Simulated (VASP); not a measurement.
A run of VASP 6.6.1:

File POSCAR:

```
LiPb
1.0
    3.5220000000      0.0000000000      0.0000000000
    0.0000000000      3.5220000000      0.0000000000
    0.0000000000      0.0000000000      3.3459000000
Li Pb
1 1
Direct
    0.5000000000      0.5000000000      0.5000000000
    0.0000000000      0.0000000000      0.0000000000
```

The input INCAR.step1:

```
SYSTEM = LiPb
  ALGO = Normal
  EDIFF = 1E-4
  ENCUT = 520
  GGA = PE
  ISMEAR = 0
  LASPH = .True.
  LCHARG = .False.
  LREAL = .False.
  LWAVE = .True.
  NBANDS = 16
  NELM = 80
  PREC = Accurate
  SIGMA = 0.15
```

INCAR.step2

```
SYSTEM = LiPb
  ALGO = Normal
  EDIFF = 1E-7
  ENCUT = 520
  ISIF = 2
  ISMEAR = 0
  ISTART = 1
  LASPH = .True.
  LCHARG = .False.
  LMIXTAU = .True.
  LREAL = .False.
  LWAVE = .False.
  METAGGA = R2SCAN
  NBANDS = 16
  NELM = 80
  PREC = Accurate
  SIGMA = 0.15
```

Contents of KPOINTS:

```
k-points
0
Gamma
  14 14 14
  0 0 0
```

Potentials or basis: VASP PAW PBE potentials, release 64 (Li_sv, Pb_d).

Run with:

```sh
$ cat potpaw_PBE.64/Li_sv/POTCAR potpaw_PBE.64/Pb_d/POTCAR > POTCAR
$ cp INCAR.step1 INCAR
$ mpirun -np 1 vasp_std > vasp.out
$ cp INCAR.step2 INCAR
$ mpirun -np 1 vasp_std > vasp.out
```

Hardware: 1 thread of Intel(R) Xeon(R) Platinum 8488C (Sapphire Rapids), with other jobs on the host.

Q: Estimate the wall time of this run.

A: Run time: 7.6 min on 1 thread of Intel(R) Xeon(R) Platinum 8488C (Sapphire Rapids) (shared host), peak memory 0.3 GiB. Counts: k points 288.
